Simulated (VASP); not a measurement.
# Si (a cell with a defect) in VASP: further runs

The runs below take Si (a cell with a defect) through single point, with PBEsol.

Program: VASP 6.6.1. These are calculated values, not measurements. Logs are shortened: lines on timing, memory, paths and dates and some standing lists are left out, and cuts for length are marked.

**1. The cell of the first run**

The cell holds a defect, 31 atoms: a = 9.412 Å, b = 9.412 Å, c = 9.412 Å, α = 109.47°, β = 109.47°, γ = 109.47°.

**2. Single point, PBEsol**

The input, INCAR:

```
SYSTEM = Si
PREC     = Accurate       ! precision mode
ENCUT    = 520            ! plane-wave cutoff, eV
EDIFF    = 1E-6           ! SCF threshold, eV
ISMEAR   = 0              ! smearing method
SIGMA    = 0.02           ! smearing width, eV
LREAL    = Auto         
LASPH    = .TRUE.         ! aspherical terms in the spheres
NELM     = 80             ! most SCF steps
ALGO     = Normal         ! electronic algorithm
ISIF     = 2              ! what is computed and relaxed
LWAVE    = .FALSE.        ! write WAVECAR
LCHARG   = .FALSE.        ! write CHGCAR
GGA      = PS             ! functional
NBANDS   = 83             ! bands
```

The input, KPOINTS:

```
Automatic mesh
0
Gamma
  2 2 2
  0.5 0.5 0.5
```

The input, POSCAR:

```
Si
1.0
   -5.4338342764      5.4338342764     -5.4338342764
    5.4338342764     -5.4338342764     -5.4338342764
   -5.4338342764     -5.4338342764      5.4338342764
Si
31
Direct
    0.5000000666     -0.0000003681      0.0852798367
    0.2559601433      0.9999999491      0.4942035151
    0.9970606803      1.0000002252      0.7512043600
    0.7492885857      0.7506692866      0.2486957517
    0.7345899409      0.9999999491      1.0116175283
    0.4999998826      0.7559604859      0.4942037912
    0.2654101923      0.7654100748      0.7770276540
    0.0029395449      0.5029397035      0.2541437463
    1.0013803740      0.7507116140      0.9994076418
    0.7493314652      0.4986193657      0.4980273344
    0.4999999746      0.4970606137      0.7512041760
    0.2506690360      0.2492881511      0.2486959357
    0.2507111794      0.5013802154     -0.0005929515
    0.9986193402      0.2493314906      0.4980273344
    0.7440398979      0.2440399233      0.7382429783
    0.4999999746      0.2345897823      0.0116179473
    0.7369056170      0.2369053664      0.4763388739
    0.5000001586      0.2436846493      0.7557505053
    0.2518282543      0.2502058272      0.0005386620
    0.0019224915      0.0000003681      0.4987711001
   -0.0016225191      0.2481718123      0.2487103823
    0.7436847159      0.0000002760      0.7557505053
    0.2563153253      0.7563154839      0.5120660400
    0.2630936880     -0.0000006441      0.2394335075
    0.0016224271      0.7497942139      0.7503326919
    0.7502059858      0.7518283209      0.0005383859
    0.5000001586      0.5019223740      0.4987710081
    0.4999996065      0.7630939387      0.2394335075
    0.2497939633      0.5016222176      0.7503322318
   -0.0019226755      0.4980774831     -0.0031515499
    0.7481717868      0.4983776395      0.2487105663
```

Potentials or basis: VASP PAW PBE potentials, release 64 (Si).

On the command line:

```bash
$ cat potpaw_PBE.64/Si/POTCAR > POTCAR
$ mpirun -np 1 vasp_std > vasp.out
```

OUTCAR:

```text
SYSTEM = Si
   PREC = Accurate
   ENCUT = 520
   EDIFF = 1E-6
   ISMEAR = 0
   LREAL = Auto
   LASPH = .TRUE.
   NELM = 80
   ISIF = 2
   GGA = PS

 ion  position               nearest neighbor table
   1  0.500  1.000  0.085-   5 2.53   7 2.53  16 2.53  17 3.04  28 3.04  24 3.04
   2  0.256  1.000  0.494-  23 2.36  18 2.36  20 2.41  24 2.42
   3  0.997  0.000  0.751-  19 2.37  25 2.37  20 2.39  22 2.40
   4  0.749  0.751  0.249-  26 2.34  20 2.36  28 2.36  31 2.37
   5  0.735  1.000  0.012-  26 2.36  21 2.36  22 2.44   1 2.53
   6  0.500  0.756  0.494-  23 2.36  22 2.36  27 2.41  28 2.42
   7  0.265  0.765  0.777-  29 2.36  25 2.36  23 2.44   1 2.53
[... 22 lines left out ...]
  30  0.998  0.498  0.997-   9 2.36  13 2.36   8 2.39  15 2.41
  31  0.748  0.498  0.249-  10 2.34  16 2.36   8 2.37   4 2.37

  LATTYP: Found a body centered cubic cell.
 ALAT       =    10.8676685528

  Lattice vectors:

 A1 = (  -5.4338342764,   5.4338342764,  -5.4338342764)
 A2 = (   5.4338342764,  -5.4338342764,  -5.4338342764)
 A3 = (  -5.4338342764,  -5.4338342764,   5.4338342764)

Analysis of symmetry for initial positions (statically):
=====================================================================
 Subroutine PRICEL returns:
 Original cell was already a primitive cell.

 Routine SETGRP: Setting up the symmetry group for a
 body centered cubic supercell.

 Subroutine GETGRP returns: Found  6 space group operations
 (whereof  2 operations were pure point group operations)
 out of a pool of 48 trial point group operations.

The static configuration has the point symmetry C_1h.
 The point group associated with its full space group is C_3v.

Analysis of symmetry for dynamics (positions and initial velocities):
=====================================================================
 Subroutine PRICEL returns:
 Original cell was already a primitive cell.

 Routine SETGRP: Setting up the symmetry group for a
 body centered cubic supercell.

 Subroutine GETGRP returns: Found  6 space group operations
 (whereof  2 operations were pure point group operations)
 out of a pool of 48 trial point group operations.

The dynamic configuration has the point symmetry C_1h.
 The point group associated with its full space group is C_3v.

 Subroutine INISYM returns: Found  6 space group operations
 (whereof  2 operations are pure point group operations),
 and found     1 'primitive' translations

----------------------------------------------------------------------------------------

                                     Primitive cell

  volume of cell :     641.7696

  direct lattice vectors                    reciprocal lattice vectors
    -5.433834276  5.433834276 -5.433834276    -0.092016056  0.000000000 -0.092016056
     5.433834276 -5.433834276 -5.433834276     0.000000000 -0.092016056 -0.092016056
    -5.433834276 -5.433834276  5.433834276    -0.092016056 -0.092016056  0.000000000

  length of vectors
     9.411677047  9.411677047  9.411677047     0.130130355  0.130130355  0.130130355

  position of ions in fractional coordinates (direct lattice)
     0.500000067  0.999999632  0.085279837
     0.255960143  0.999999949  0.494203515
     0.997060680  0.000000225  0.751204360
     0.749288586  0.750669287  0.248695752
     0.734589941  0.999999949  0.011617528
     0.499999883  0.755960486  0.494203791
[... 23 lines left out ...]
     0.998077325  0.498077483  0.996848450
     0.748171787  0.498377639  0.248710566

  ion indices of the primitive-cell ions
   primitive index   ion index
                 1           1
                 2           2
                 3           3
                 4           4
                 5           5
                 6           6
[... 23 lines left out ...]
                30          30
                31          31

----------------------------------------------------------------------------------------

 KPOINTS: Automatic mesh

Automatic generation of k-mesh.
 Grid dimensions read from file:
 generate k-points for:    2    2    2

 Generating k-lattice:

  Cartesian coordinates                     Fractional coordinates (reciprocal lattice)
    -0.046008028  0.000000000 -0.046008028     0.500000000  0.000000000  0.000000000
     0.000000000 -0.046008028 -0.046008028     0.000000000  0.500000000  0.000000000
    -0.046008028 -0.046008028  0.000000000     0.000000000  0.000000000  0.500000000

  Length of vectors
     0.065065177  0.065065177  0.065065177

  Shift w.r.t. Gamma in fractional coordinates (k-lattice)
     0.500000000  0.500000000  0.500000000

 Subroutine IBZKPT returns following result:
 ===========================================

 Found      2 irreducible k-points:

 Following reciprocal coordinates:
            Coordinates               Weight
  0.250000  0.250000  0.250000      2.000000
 -0.250000  0.250000  0.250000      6.000000
   k-points           NKPTS =      2   k-points in BZ     NKDIM =      2   number of bands    NBANDS=     83
   number of dos      NEDOS =    301   number of ions     NIONS =     31
   total plane-waves  NPLWV = 343000
   dimension x,y,z NGX =    70 NGY =   70 NGZ =   70
   dimension x,y,z NGXF=   140 NGYF=  140 NGZF=  140
   ions per type =              31
   NGX,Y,Z   is equivalent  to a cutoff of  12.36, 12.36, 12.36 a.u.
   NGXF,Y,Z  is equivalent  to a cutoff of  24.73, 24.73, 24.73 a.u.
 SYSTEM =  Si
   PREC   = accura    normal or accurate (medium, high low for compatibility)
   ISTART =      0    job   : 0-new  1-cont  2-samecut
   ICHARG =      2    charge: 1-file 2-atom 10-const
   ISPIN  =      1    spin polarized calculation?
   LNONCOLLINEAR =      F non collinear calculations
   LSORBIT =      F    spin-orbit coupling
   LASPH  =      T    aspherical Exc in radial PAW
   ENCUT  =  520.0 eV  38.22 Ry    6.18 a.u.  17.50 17.50 17.50*2*pi/ulx,y,z
   NELM   =     80;   NELMIN=  2; NELMDL= -5     # of ELM steps
   EDIFF  = 0.1E-05   stopping-criterion for ELM
   LREAL  =      T    real-space projection
   EDIFFG = 0.1E-04   stopping-criterion for IOM
   NSW    =      0    number of steps for IOM
   IBRION =     -1    ionic relax: 0-MD 1-quasi-New 2-CG
   NFREE  =      0    steps in history (QN), initial steepest desc. (CG)
   ISIF   =      2    stress and relaxation
   ISYM   =      2    0-nonsym 1-usesym 2-fastsym
   POTIM  = 0.5000    time-step for ionic-motion
   TEBEG  =    0.0;   TEEND  =   0.0 temperature during run
   PSTRESS=    0.0 pullay stress
   NELECT =     124.0000    total number of electrons
   NUPDOWN=      -1.0000    fix difference up-down
   EMIN   =  10.00;   EMAX   =-10.00  energy-range for DOS
   EFERMI =   0.00;   METHOD = LEGACY
   ISMEAR =     0;   SIGMA  =   0.02  broadening in eV -4-tet -1-fermi 0-gaus
   EFERMI_NEDOS =   21; number of points for ismear=-14 and -15
   IALGO  =     38    algorithm
   IMIX   =      4    mixing-type and parameters
     AMIX     =   0.40;   BMIX     =  1.00
     AMIX_MAG =   1.60;   BMIX_MAG =  1.00
  volume/ion in A,a.u.               =      20.70       139.71
  Fermi-wavevector in a.u.,A,eV,Ry     =   0.946431  1.788495 12.187172  0.895732
  Thomas-Fermi vector in A             =   2.074428
   LORBIT       =      0    0 simple, 1 ext, 2 COOP (PROOUT), +10 PAW based schemes
   GGA     = PS    functional components
   LHFCALC =     F    Hartree Fock is set to
   AEXX    =    0.0000 exact exchange contribution
   IVDW    =     0    specifies the selected vdW correction
   LEPSILON=     F    determine dielectric tensor
   LRPA    =     F    only Hartree local field effects (RPA)
 non-spin polarized calculation
 Gauss-broadening in eV      SIGMA  =   0.02
  energy-cutoff  :      520.00
  volume of cell :      641.77
 maximum number of plane-waves:     17304
 NGX is ok and might be reduce to    70
   NGX = 35   NGY = 35   NGZ = 35

 number of electron     123.9999999 magnetization

 Free energy of the ion-electron system (eV)
  ---------------------------------------------------
  ext. energy  EPLUGINS =         0.00000000
  ---------------------------------------------------
  free energy    TOTEN  =      -174.08253273 eV

  energy without entropy =     -174.07481961  energy(sigma->0) =     -174.07867617

 E-fermi :   5.4900     XC(G=0):  -9.4602

 val. band max:        5.2509691086   @ k =  -0.2500   0.2500   0.2500
 cond. band min:       5.4960942315   @ k =  -0.2500   0.2500   0.2500
 fundamental gap:      0.2451251229
 Fermi energy:         5.4900028276

 k-point     1 :       0.2500    0.2500    0.2500
  band No.  band energies     occupation
      1      -5.5734      2.00000
      2      -5.5733      2.00000
      3      -5.5266      2.00000
      4      -5.3735      2.00000
      5      -3.7408      2.00000
      6      -3.7408      2.00000
[... 66 lines left out ...]
     73       7.0779      0.00000
     74       7.1612      0.00000

 k-point     2 :      -0.2500    0.2500    0.2500
  band No.  band energies     occupation
      1      -6.0416      2.00000
      2      -5.0674      2.00000
      3      -5.0184      2.00000
      4      -4.9897      2.00000
      5      -4.8917      2.00000
      6      -4.2111      2.00000
[... 66 lines left out ...]
     73       7.8104      0.00000
     74       7.8880      0.00000
 [bands above 74 left out]

------------------------ aborting loop because EDIFF is reached ----------------------------------------

  FORCE on cell =-STRESS in cart. coord.  units (eV):
  Direction    XX          YY          ZZ          XY          YZ          ZX
  --------------------------------------------------------------------------------------
  -------------------------------------------------------------------------------------
  Total      -11.2233975    -11.2233975    -11.2233975     -3.6425006      3.6425006      3.6425006
  in kB      -28.0192025    -28.0192025    -28.0192025     -9.0934998      9.0934998      9.0934998
  external PRESSURE =     -28.0192025 kB  Pullay stress =       0.0000000 kB

 VOLUME and BASIS-vectors are now :
 -----------------------------------------------------------------------------
  energy-cutoff  :      520.00
  volume of cell :      641.77
      direct lattice vectors                 reciprocal lattice vectors
    -5.433834276  5.433834276 -5.433834276    -0.092016056  0.000000000 -0.092016056
     5.433834276 -5.433834276 -5.433834276     0.000000000 -0.092016056 -0.092016056
    -5.433834276 -5.433834276  5.433834276    -0.092016056 -0.092016056  0.000000000

 POSITION                                       TOTAL-FORCE (eV/Angst)
 -----------------------------------------------------------------------------------
      2.25352     -3.18031     -7.68735         0.196242      0.196242     -0.196242
      1.35757     -6.72841     -4.13926        -0.007214     -0.014877      0.014877
     -9.49978      1.33594     -1.33594        -0.009467     -0.007825      0.007825
     -1.34387     -1.35887     -6.79915        -0.007538      0.001601      0.005326
      1.37907     -1.50532     -9.36235         0.002521      0.012251     -0.012251
     -1.29457     -4.07627     -4.13926        -0.014877     -0.007214      0.014877
[... 23 lines left out ...]
     -8.13363     -2.69979     -2.71315        -0.011768     -0.011768      0.006657
     -2.70879      0.00589     -5.42209         0.000534     -0.005997      0.001811
 -----------------------------------------------------------------------------------
    total drift:                               -0.025180     -0.022954      0.021367

  FREE ENERGIE OF THE ION-ELECTRON SYSTEM (eV)
  ---------------------------------------------------
  free  energy   TOTEN  =      -174.0825327306 eV

  energy  without entropy=     -174.0748196146  energy(sigma->0) =     -174.07867617
```

It took 5.6 min on 1 thread of Intel Xeon 8259CL, shared host; peak memory 0.65 GiB.

Results:

- Free energy: -174.0825 eV
- Pressure: -2.8 GPa
- Largest force: 0.340 eV/Å
- Band gap on the k mesh: zero (bands 62 and 63 overlap by 0.21 eV)

Forces on the atoms (eV/Å):
```
Si   0.196  0.196 -0.196
Si  -0.007 -0.015  0.015
Si  -0.009 -0.008  0.008
Si  -0.008  0.002  0.005
Si   0.003  0.012 -0.012
Si  -0.015 -0.007  0.015
Si   0.012  0.012 -0.003
Si  -0.008 -0.008  0.009
Si   0.002 -0.005  0.008
Si  -0.005 -0.008 -0.002
Si  -0.008 -0.009  0.008
Si   0.002 -0.008  0.005
Si  -0.005  0.002  0.008
Si  -0.008 -0.005 -0.002
Si  -0.015 -0.015  0.007
Si   0.012  0.003 -0.012
Si  -0.031 -0.031  0.011
Si  -0.004 -0.012  0.004
Si  -0.002 -0.006 -0.001
Si  -0.007 -0.012  0.012
Si  -0.006  0.001  0.002
Si  -0.012 -0.004  0.004
Si  -0.004 -0.004  0.012
Si  -0.011 -0.031  0.031
Si  -0.002  0.001  0.006
Si  -0.006 -0.002 -0.001
Si  -0.012 -0.007  0.012
Si  -0.031 -0.011  0.031
Si   0.001 -0.002  0.006
Si  -0.012 -0.012  0.007
Si   0.001 -0.006  0.002
```

Caveat: the k points lie up to 0.41 Å⁻¹ apart; the PAW data sets were made with another functional, which shifts forces and pressure a little.

**3. Single point, PBEsol**

INCAR, as its differences from that of step 2:

```diff
@@ -8,3 +8,3 @@
 LASPH    = .TRUE.         ! aspherical terms in the spheres
-NELM     = 80             ! most SCF steps
+NELM     = 100            ! most SCF steps
 ALGO     = Normal         ! electronic algorithm
```

KPOINTS is that of step 2.

The input, POSCAR:

```
Si
1.0
   -5.4338342764      5.4338342764     -5.4338342764
    5.4338342764     -5.4338342764     -5.4338342764
   -5.4338342764     -5.4338342764      5.4338342764
Si
31
Direct
    0.5000002506      0.0000001840      0.0490021385
    0.2541048235      0.9999998571      0.4956235069
    0.9980783778      1.0000002252      0.7508171564
    0.7488113905      0.7513638238      0.2490658403
    0.7400152076      1.0000000411      1.0070598810
    0.4999997905      0.7541047981      0.4956234149
    0.2599850176      0.7599849922      0.7670449241
    0.0019220314      0.5019220980      0.2527391212
    1.0025515544      0.7511880732      1.0002541895
    0.7486371120      0.4974479092      0.4977029778
    0.5000001586      0.4980782192      0.7508170644
    0.2513637573      0.2488113239      0.2490658403
    0.2511881906      0.5025516718      0.0002542404
    0.9974478838      0.2486370455      0.4977028857
    0.7458954016      0.2458954271      0.7415178298
    0.5000000666      0.2400151410      0.0070598399
    0.7390314639      0.2390313973      0.4832921592
    0.5000002506      0.2457345830      0.7534080525
    0.2516388853      0.2508259234      0.0005481396
    0.0010086800      0.0000004601      0.4988866723
   -0.0008128698      0.2483612733      0.2489096890
    0.7457346496      0.0000002760      0.7534081446
    0.2542654836      0.7542654581      0.5076739296
    0.2609675651     -0.0000008281      0.2442612219
    0.0008129619      0.7491741177      0.7497222574
    0.7508259900      0.7516389518      0.0005481396
    0.5000004346      0.5010086546      0.4988866723
    0.4999992384      0.7609676316      0.2442612219
    0.2491741432      0.5008129364      0.7497222574
   -0.0010089561      0.4989911105     -0.0021223503
    0.7483612479      0.4991871047      0.2489096890
```

Potentials or basis: VASP PAW PBE potentials, release 64 (Si).

On the command line:

```bash
$ cat potpaw_PBE.64/Si/POTCAR > POTCAR
$ mpirun -np 1 vasp_std > vasp.out
```

Wall time 5.5 min (1 thread of Intel Xeon 8259CL, shared host); peak memory 0.66 GiB.

It converged, with:

```yaml
Free_energy: -174.2049 eV
Pressure: -2.0 GPa
Largest_force: 0.209 eV/Å
Band_gap_on_the_k_mesh: zero (bands 62 and 63 overlap by 0.19 eV)
```

Forces on the atoms (eV/Å):
```
Si   0.121  0.121 -0.121
Si  -0.003 -0.016  0.016
Si  -0.011 -0.001  0.001
Si  -0.002 -0.005  0.007
Si  -0.006  0.034 -0.034
Si  -0.016 -0.003  0.016
Si   0.034  0.034  0.006
Si  -0.001 -0.001  0.011
Si  -0.005 -0.007  0.002
Si  -0.007 -0.002  0.005
Si  -0.001 -0.011  0.001
Si  -0.005 -0.002  0.007
Si  -0.007 -0.005  0.002
Si  -0.002 -0.007  0.005
Si  -0.016 -0.016  0.003
Si   0.034 -0.006 -0.034
Si  -0.023 -0.023  0.019
Si   0.008 -0.007 -0.008
Si   0.000 -0.008  0.004
Si  -0.006 -0.009  0.009
Si  -0.008 -0.004  0.000
Si  -0.007  0.008 -0.008
Si   0.008  0.008  0.007
Si  -0.019 -0.023  0.023
Si   0.000 -0.004  0.008
Si  -0.008  0.000  0.004
Si  -0.009 -0.006  0.009
Si  -0.023 -0.019  0.023
Si  -0.004  0.000  0.008
Si  -0.009 -0.009  0.006
Si  -0.004 -0.008  0.000
```

Stress tensor (GPa, compression positive):
```
-2.02 -0.51  0.51
-0.51 -2.02  0.51
 0.51  0.51 -2.02
```

Levels at points of the mesh, in eV from the Fermi level:
```csv
k point,band 58,band 59,band 60,band 61,band 62,band 63,band 64,band 65
"(0.25, 0.25, 0.25)",-0.84,-0.84,-0.81,-0.81,0.20,0.20,0.24,1.28
```

Caveat: the k points lie up to 0.41 Å⁻¹ apart; the PAW data sets were made with another functional, which shifts forces and pressure a little.
